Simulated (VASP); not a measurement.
# CdSe (Fm-3m) in VASP: settings compared, part 2 of 2

VASP 6.6.1. The steps go on from the part before.

### 3 Relaxation of cell and atoms, RPBE+D4

The input, INCAR:

```
SYSTEM = CdSe
ALGO = Normal ; EDIFF = 1E-6
EDIFFG = -0.01 ; ENCUT = 600
GGA = RP ; IBRION = 2
ISIF = 3 ; ISMEAR = -1
IVDW = 13 ; LASPH = .True.
LCHARG = .False. ; LREAL = .False.
LWAVE = .False. ; NELM = 60
NSW = 60 ; PREC = Accurate
SIGMA = 0.05
```

The input, KPOINTS:

```
k-points
0
Gamma
  8 8 8
  0 0 0
```

The input, POSCAR:

```
CdSe
1.0
    0.0000000000      2.8739580000      2.8739580000
    2.8739580000      0.0000000000      2.8739580000
    2.8739580000      2.8739580000      0.0000000000
Cd Se
1 1
Direct
    0.0000000000      0.0000000000      0.0000000000
    0.5000000000      0.5000000000      0.5000000000
```

Potentials or basis: VASP PAW PBE potentials, release 64 (Cd, Se).

Launch:

```bash
cat potpaw_PBE.64/Cd/POTCAR potpaw_PBE.64/Se/POTCAR > POTCAR
mpirun -np 1 vasp_std > vasp.out
```

OUTCAR:

```text
SYSTEM = CdSe
   EDIFF = 1E-6
   EDIFFG = -0.01
   ENCUT = 600
   GGA = RP
   IBRION = 2
   ISIF = 3
   ISMEAR = -1
   IVDW = 13
   LASPH = .True.
   LREAL = .False.
   NELM = 60
   NSW = 60
   PREC = Accurate

 ion  position               nearest neighbor table
   1  0.000  0.000  0.000-   2 2.87   2 2.87   2 2.87   2 2.87   2 2.87   2 2.87
   2  0.500  0.500  0.500-   1 2.87   1 2.87   1 2.87   1 2.87   1 2.87   1 2.87

  LATTYP: Found a face centered cubic cell.
 ALAT       =     5.7479160000

  Lattice vectors:

 A1 = (   0.0000000000,   2.8739580000,   2.8739580000)
 A2 = (   2.8739580000,   0.0000000000,   2.8739580000)
 A3 = (   2.8739580000,   2.8739580000,   0.0000000000)

Analysis of symmetry for initial positions (statically):
=====================================================================
 Subroutine PRICEL returns:
 Original cell was already a primitive cell.

 Routine SETGRP: Setting up the symmetry group for a
 face centered cubic supercell.

 Subroutine GETGRP returns: Found 48 space group operations
 (whereof 48 operations were pure point group operations)
 out of a pool of 48 trial point group operations.

The static configuration has the point symmetry O_h .

Analysis of symmetry for dynamics (positions and initial velocities):
=====================================================================
 Subroutine PRICEL returns:
 Original cell was already a primitive cell.

 Routine SETGRP: Setting up the symmetry group for a
 face centered cubic supercell.

 Subroutine GETGRP returns: Found 48 space group operations
 (whereof 48 operations were pure point group operations)
 out of a pool of 48 trial point group operations.

The dynamic configuration has the point symmetry O_h .

 Subroutine INISYM returns: Found 48 space group operations
 (whereof 48 operations are pure point group operations),
 and found     1 'primitive' translations

----------------------------------------------------------------------------------------

                                     Primitive cell

  volume of cell :      47.4757

  direct lattice vectors                    reciprocal lattice vectors
     0.000000000  2.873958000  2.873958000    -0.173976098  0.173976098  0.173976098
     2.873958000  0.000000000  2.873958000     0.173976098 -0.173976098  0.173976098
     2.873958000  2.873958000  0.000000000     0.173976098  0.173976098 -0.173976098

  length of vectors
     4.064390381  4.064390381  4.064390381     0.301335442  0.301335442  0.301335442

  position of ions in fractional coordinates (direct lattice)
     0.000000000  0.000000000  0.000000000
     0.500000000  0.500000000  0.500000000

  ion indices of the primitive-cell ions
   primitive index   ion index
                 1           1
                 2           2

----------------------------------------------------------------------------------------

 KPOINTS: k-points

Automatic generation of k-mesh.
 Grid dimensions read from file:
 generate k-points for:    8    8    8

 Generating k-lattice:

  Cartesian coordinates                     Fractional coordinates (reciprocal lattice)
    -0.021747012  0.021747012  0.021747012     0.125000000  0.000000000  0.000000000
     0.021747012 -0.021747012  0.021747012     0.000000000  0.125000000  0.000000000
     0.021747012  0.021747012 -0.021747012     0.000000000  0.000000000  0.125000000

  Length of vectors
     0.037666930  0.037666930  0.037666930

  Shift w.r.t. Gamma in fractional coordinates (k-lattice)
     0.000000000  0.000000000  0.000000000

 Subroutine IBZKPT returns following result:
 ===========================================

 Found     29 irreducible k-points:

 Following reciprocal coordinates:
            Coordinates               Weight
  0.000000  0.000000  0.000000      1.000000
  0.125000  0.000000  0.000000      8.000000
  0.250000  0.000000  0.000000      8.000000
  0.375000  0.000000  0.000000      8.000000
  0.500000  0.000000  0.000000      4.000000
  0.125000  0.125000  0.000000      6.000000
[... 16 lines left out ...]
  0.500000  0.250000  0.125000     48.000000
 -0.375000  0.250000  0.125000     24.000000
 [... further k-points ...]
   k-points           NKPTS =     29   k-points in BZ     NKDIM =     29   number of bands    NBANDS=     13
   number of dos      NEDOS =    301   number of ions     NIONS =      2
   total plane-waves  NPLWV =  32768
   dimension x,y,z NGX =    32 NGY =   32 NGZ =   32
   dimension x,y,z NGXF=    64 NGYF=   64 NGZF=   64
   ions per type =               1   1
   NGX,Y,Z   is equivalent  to a cutoff of  13.09, 13.09, 13.09 a.u.
   NGXF,Y,Z  is equivalent  to a cutoff of  26.18, 26.18, 26.18 a.u.
 SYSTEM =  CdSe
   PREC   = accura    normal or accurate (medium, high low for compatibility)
   ISTART =      0    job   : 0-new  1-cont  2-samecut
   ICHARG =      2    charge: 1-file 2-atom 10-const
   ISPIN  =      1    spin polarized calculation?
   LNONCOLLINEAR =      F non collinear calculations
   LSORBIT =      F    spin-orbit coupling
   LASPH  =      T    aspherical Exc in radial PAW
   ENCUT  =  600.0 eV  44.10 Ry    6.64 a.u.   8.12  8.12  8.12*2*pi/ulx,y,z
   NELM   =     60;   NELMIN=  2; NELMDL= -5     # of ELM steps
   EDIFF  = 0.1E-05   stopping-criterion for ELM
   LREAL  =      F    real-space projection
   EDIFFG = -.1E-01   stopping-criterion for IOM
   NSW    =     60    number of steps for IOM
   IBRION =      2    ionic relax: 0-MD 1-quasi-New 2-CG
   NFREE  =      1    steps in history (QN), initial steepest desc. (CG)
   ISIF   =      3    stress and relaxation
   ISYM   =      2    0-nonsym 1-usesym 2-fastsym
   POTIM  = 0.5000    time-step for ionic-motion
   TEBEG  =    0.0;   TEEND  =   0.0 temperature during run
   PSTRESS=    0.0 pullay stress
   NELECT =      18.0000    total number of electrons
   NUPDOWN=      -1.0000    fix difference up-down
   EMIN   =  10.00;   EMAX   =-10.00  energy-range for DOS
   EFERMI =   0.00;   METHOD = LEGACY
   ISMEAR =    -1;   SIGMA  =   0.05  broadening in eV -4-tet -1-fermi 0-gaus
   EFERMI_NEDOS =   21; number of points for ismear=-14 and -15
   IALGO  =     38    algorithm
   IMIX   =      4    mixing-type and parameters
     AMIX     =   0.40;   BMIX     =  1.00
     AMIX_MAG =   1.60;   BMIX_MAG =  1.00
  volume/ion in A,a.u.               =      23.74       160.19
  Fermi-wavevector in a.u.,A,eV,Ry     =   1.184882  2.239103 19.101849  1.403946
  Thomas-Fermi vector in A             =   2.321088
   LORBIT       =      0    0 simple, 1 ext, 2 COOP (PROOUT), +10 PAW based schemes
   GGA     = RP    functional components
   LHFCALC =     F    Hartree Fock is set to
   AEXX    =    0.0000 exact exchange contribution
   IVDW    =    13    specifies the selected vdW correction
   LEPSILON=     F    determine dielectric tensor
   LRPA    =     F    only Hartree local field effects (RPA)
 conjugate gradient relaxation of ions
 non-spin polarized calculation
  energy-cutoff  :      600.00
  volume of cell :       47.48
 maximum number of plane-waves:      1604
   NGX = 17   NGY = 17   NGZ = 17

--------------------------------------- Ionic step        1  -------------------------------------------

 number of electron      17.9999995 magnetization

 Free energy of the ion-electron system (eV)
  ---------------------------------------------------
  ext. energy  EPLUGINS =         0.00000000
  ---------------------------------------------------
  free energy    TOTEN  =        -4.48456821 eV

  energy without entropy =       -4.48219034  energy(sigma->0) =       -4.48337927

 E-fermi :   2.4728     XC(G=0):  -9.8544

 val. band max:        2.3583360157   @ k =  -0.2500   0.1250   0.0000
 cond. band min:       2.5860573497   @ k =   0.0000   0.0000   0.0000
 fundamental gap:      0.2277213341
 Fermi energy:         2.4728369570

 k-point     1 :       0.0000    0.0000    0.0000
  band No.  band energies     occupation
      1     -10.4666      2.00000
      2      -5.5607      2.00000
      3      -5.5607      2.00000
      4      -5.5464      2.00000
      5      -5.5464      2.00000
      6      -5.5464      2.00000
      7       1.7776      2.00000
      8       1.7776      2.00000
      9       1.7776      2.00000
     10       2.5861      0.18823
     11      11.0423      0.00000
     12      11.0423      0.00000
     13      11.0423      0.00000
[... 445 lines left out ...]
  energy  without entropy=       -6.0336692630  energy(sigma->0) =       -6.03478201

--------------------------------------- Ionic step        3  -------------------------------------------

 number of electron      18.0000002 magnetization

 Free energy of the ion-electron system (eV)
  ---------------------------------------------------
  ext. energy  EPLUGINS =         0.00000000
  ---------------------------------------------------
  free energy    TOTEN  =        -4.42281856 eV

  energy without entropy =       -4.42058208  energy(sigma->0) =       -4.42170032

 E-fermi :   2.9594     XC(G=0): -10.1203

 val. band max:        2.8435395392   @ k =  -0.2500   0.1250   0.0000
 cond. band min:       3.2832338599   @ k =   0.0000   0.0000   0.0000
 fundamental gap:      0.4396943207
 Fermi energy:         2.9594460190

 k-point     1 :       0.0000    0.0000    0.0000
  band No.  band energies     occupation
      1     -10.3230      2.00000
      2      -5.1829      2.00000
      3      -5.1829      2.00000
      4      -5.1666      2.00000
      5      -5.1666      2.00000
      6      -5.1666      2.00000
      7       2.1754      2.00000
      8       2.1754      2.00000
      9       2.1754      2.00000
     10       3.2832      0.00308
     11      11.5609      0.00000
     12      11.5609      0.00000
     13      11.5609      0.00000
[... 401 lines left out ...]
  FREE ENERGIE OF THE ION-ELECTRON SYSTEM (eV)
  ---------------------------------------------------
  free  energy   TOTEN  =        -6.0388951720 eV

  energy  without entropy=       -6.0366586927  energy(sigma->0) =       -6.03777693

 reached required accuracy - stopping structural energy minimisation
```

OSZICAR:

```text
N       E                     dE             d eps       ncg     rms          rms(c)
DAV:   1     0.115824330037E+03    0.11582E+03   -0.99328E+03   770   0.144E+03
DAV:   2    -0.244666360014E+00   -0.11607E+03   -0.11056E+03   864   0.304E+02
DAV:   3    -0.487727813821E+01   -0.46326E+01   -0.46195E+01   899   0.640E+01
[... 24 lines left out ...]
DAV:   4    -0.442284395187E+01    0.56462E-03   -0.95140E-04   789   0.267E-01    0.985E-02
DAV:   5    -0.442281834179E+01    0.25610E-04   -0.12575E-04   864   0.160E-01    0.164E-02
DAV:   6    -0.442281767003E+01    0.67176E-06   -0.20662E-05   794   0.645E-02    0.903E-03
DAV:   7    -0.442281878412E+01   -0.11141E-05   -0.14914E-06   592   0.107E-02    0.490E-03
DAV:   8    -0.442281855697E+01    0.22715E-06   -0.35771E-07   377   0.823E-03
   3 F= -.60388952E+01 E0= -.60377769E+01  d E =-.266189E-01
```

Run time: 65 s. Hardware: 1 thread of Intel Xeon Platinum 8259CL at 2.50GHz (Skylake/Cascade Lake), shared host; peak memory 0.19 GiB.

What came out:

| Item | Value |
| --- | --- |
| Free energy | -6.0389 eV |
| Relaxed volume | 22.50 Å³/atom |
| Relaxed cell | a = 3.992 Å, b = 3.992 Å, c = 3.992 Å, α = 60.00°, β = 60.00°, γ = 60.00° |
| Space group after relaxing (to 0.05 Å) | Fm-3m (No. 225) |
| Energy gained by relaxing | 13.3 meV/atom |
| Ionic steps | 3 |
| Pressure after relaxing | 0.0 GPa |
| Band gap on the k mesh | zero (band 9 reaches 2.84 eV, above the bottom of band 10 at 2.50 eV) |
| Dispersion energy per atom | -0.808 eV |

Step by step:
```csv
step,energy change (eV),largest force (eV/Å),pressure (GPa),volume (Å³)
1,0.0000,0.0000,-3.26,47.48
2,-0.0236,0.0000,1.26,44.23
3,-0.0266,0.0000,0.01,45.00
```

Final structure:
```
Cd Se
1.0
     0.00000    2.82312    2.82312
     2.82312    0.00000    2.82312
     2.82312    2.82312    0.00000
Cd Se
1 1
Direct
  0.00000 0.00000 0.00000
  0.50000 0.50000 0.50000
```

Caveat: the PAW data sets were made with another functional, which shifts forces and pressure a little; pairwise dispersion overbinds metals, which lowers pressure and volume.

### 4 Single point, revPBE+D3(BJ) (volume scaled by 1.08)

The input, INCAR:

```
SYSTEM = CdSe
ALGO = Normal
EDIFF = 1E-6
ENCUT = 520
GGA = RE
ISIF = 2
ISMEAR = -5
IVDW = 12
LASPH = .TRUE.
LCHARG = .TRUE.
LELF = .TRUE.
LREAL = .FALSE.
LVHAR = .TRUE.
LWAVE = .FALSE.
NBANDS = 16
NELM = 100
PREC = Accurate
SIGMA = 0.05
```

The input, KPOINTS:

```
k-points
0
G
  8 8 8
  0 0 0
```

The input, POSCAR:

```
CdSe
1.0
    0.0000000000      2.9486394311      2.9486394311
    2.9486394311      0.0000000000      2.9486394311
    2.9486394311      2.9486394311      0.0000000000
Cd Se
1 1
Direct
    0.0000000000      0.0000000000      0.0000000000
    0.5000000000      0.5000000000      0.5000000000
```

Launch:

```bash
cat potpaw_PBE.64/Cd/POTCAR potpaw_PBE.64/Se/POTCAR > POTCAR
mpirun -np 1 vasp_std > vasp.out
```

It took 41 s on 1 thread of Intel Xeon 8259CL, shared host; peak memory 0.19 GiB.

Results (log left out):

```yaml
Free_energy: -5.9530 eV
Pressure: -6.9 GPa
Band_gap_on_the_k_mesh: zero (band 9 reaches 1.69 eV, above the bottom of band 10 at 1.33 eV)
Dispersion_energy_per_atom: -0.693 eV
```

Levels at points of the mesh, in eV from the Fermi level:
```csv
k point,band 7,band 8,band 9,band 10,band 11,band 12
"(0.00, 0.00, 0.00)",-0.44,-0.44,-0.44,-0.05,8.64,8.64
"(0.50, 0.00, 0.00)",-4.47,-0.01,-0.01,3.18,5.37,5.37
"(0.50, 0.50, 0.00)",-3.54,-1.72,-1.72,-0.33,5.66,9.29
```

Caveat: the cell differs from its parent crystal (volume scaled by 1.08); the PAW data sets were made with another functional, which shifts forces and pressure a little; pairwise dispersion overbinds metals, which lowers pressure and volume; tetrahedron occupations give inexact forces and stress in metals.

### 5 The runs side by side

```tsv
task	level	cell	cutoff (eV)	smearing	gap on the mesh (eV)	pressure (GPa)	relaxed volume (Å³/atom)
relaxation of cell and atoms	BLYP+D4	relaxed from a = 4.064 Å, angles 60.0°, 2 atoms	600	fermi-dirac 0.05 eV	none	0.0	23.38
relaxation of cell and atoms	RPBE+D4	relaxed from a = 4.064 Å, angles 60.0°, 2 atoms	600	fermi-dirac 0.05 eV	none	0.0	22.50
single point	revPBE+D3(BJ)	a = 4.170 Å, angles 60.0°, 2 atoms	520	tetrahedron	none	-6.9	-
```

Alike in all rows: potentials or basis VASP PAW PBE potentials, release 64 (Cd, Se); no spin polarisation; k mesh 8 × 8 × 8.

Caveats: the PAW data sets were made with another functional, which shifts forces and pressure a little; pairwise dispersion overbinds metals, which lowers pressure and volume; tetrahedron occupations give inexact forces and stress in metals (some runs).

Absolute energies hang on the potentials; compare differences alone.
